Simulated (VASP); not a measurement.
Bi, 2 atoms in the cell. The cell holds a slab with vacuum, 2 atoms: a = 4.315 Å, b = 4.315 Å, c = 27.053 Å, α = 90.00°, β = 90.00°, γ = 120.00°. 

- Program: VASP 6.6.1
- Task: single point
- Functional: LDA
- Potentials or basis: VASP PAW LDA potentials, release 64 (Bi_d)
- Cutoff: 520 eV
- k mesh: 12 × 12 × 1
- Occupations: gaussian, width 0.01 eV
- Spin: no spin polarisation
- Dipole correction: yes
- Further INCAR settings: ALGO = Normal; EDIFF = 1e-07; NBANDS = 22

Potentials or basis: VASP PAW LDA potentials, release 64 (Bi_d).

The run is started by

```console
$ cat potpaw_LDA.64/Bi_d/POTCAR > POTCAR
$ mpirun -np 1 vasp_std > vasp.out
```

Hardware: 1 thread of AMD EPYC 9R45 96-Core Processor (Zen 5), on a shared host.

**Question.** How long does it take, and how much memory?

**Answer.** Wall time 2.5 min on 1 thread of AMD EPYC 9R45 96-Core Processor (Zen 5) (shared host), peak memory 0.42 GiB. Counts: scf iterations 22, k points 19.
